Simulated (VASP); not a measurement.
A run of VASP 6.6.1 is set up as follows.

INCAR

```
SYSTEM = C
ALGO = Normal
EDIFF = 1E-6
EDIFFG = -0.02
ENCUT = 600
GGA = PE
IBRION = 2
ISIF = 3
ISMEAR = -1
LASPH = .True.
LCHARG = .False.
LREAL = .False.
LWAVE = .False.
NELM = 80
NSW = 80
PREC = Accurate
PSTRESS = 20.0
SIGMA = 0.05
```

File KPOINTS:

```
k-points
0
Gamma
  10 10 10
  0 0 0
```

The input POSCAR:

```
C
1.0
    0.0000000000      1.7833700000      1.7833700000
    1.7833700000      0.0000000000      1.7833700000
    1.7833700000      1.7833700000      0.0000000000
C
2
Direct
    0.0000000000      0.0000000000      0.0000000000
    0.2500000000      0.2500000000      0.2500000000
```

Potentials or basis: VASP PAW PBE potentials, release 64 (C).

The run is started by

```console
$ cat potpaw_PBE.64/C/POTCAR > POTCAR
$ mpirun -np 1 vasp_std > vasp.out
```

Task: Predict the band gap on the k mesh.

Result: 4.17 eV, indirect (least direct gap 5.59 eV).

Final structure:
```cif
data_structure
_symmetry_space_group_name_H-M 'P 1'
_symmetry_Int_Tables_number 1
_cell_length_a 2.5221
_cell_length_b 2.5221
_cell_length_c 2.5221
_cell_angle_alpha 60.000
_cell_angle_beta 60.000
_cell_angle_gamma 60.000
_cell_volume 11.34
loop_
_atom_site_label
_atom_site_type_symbol
_atom_site_fract_x
_atom_site_fract_y
_atom_site_fract_z
_atom_site_occupancy
C1 C 0.00000 0.00000 0.00000 1
C2 C 0.25000 0.25000 0.25000 1
```

Caveat: the relaxation stopped at its first step, so nothing moved; the cell is relaxed towards a set pressure, so the enthalpy falls and the energy may rise. As with any semilocal functional, this PBE gap is likely too small.
